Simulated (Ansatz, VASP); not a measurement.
# C: VASP beside Ansatz

```
C
1.0
     2.52210    0.00000    0.00000
    -1.26105    2.18420    0.00000
     0.00000    0.00000    8.23710
C
8
Direct
  0.00000 0.00000 0.09299
  0.00000 0.00000 0.59299
  0.00000 0.00000 0.40701
  0.00000 0.00000 0.90701
  0.33333 0.66667 0.15548
  0.66667 0.33333 0.65548
  0.33333 0.66667 0.34452
  0.66667 0.33333 0.84452
```

Alike in both runs: functional PBE; k mesh 12 × 12 × 4; occupations gaussian, width 0.02 eV; no spin polarisation.

Ansatz relaxed the structure, and its values are those at the end. VASP's run is a single point on that final structure, the one shown.

|  | VASP | Ansatz |
| --- | --- | --- |
| version | VASP 6.6.1 | Ansatz 0.2.0 |
| potentials or method | VASP PAW PBE potentials, release 64 (C), cutoff 520 eV | scalar-relativistic, plane waves, PAW |
| valence electrons in the cell | 32 | 32 |

Ansatz gave:

```
gap on the k mesh at the Fermi level (eV) : 4.46
least direct gap on the mesh (eV)         : 5.21
pressure (GPa)                            : 2.2
```

**Question.** Estimate VASP's values.

**Answer.** gap on the k mesh at the Fermi level (eV): 4.45; least direct gap on the mesh (eV): 5.20; pressure (GPa): 2.9.

The functional is the same, so the differences come from potentials, cutoffs and numerics. Ansatz's warnings: stress scf threshold loose.
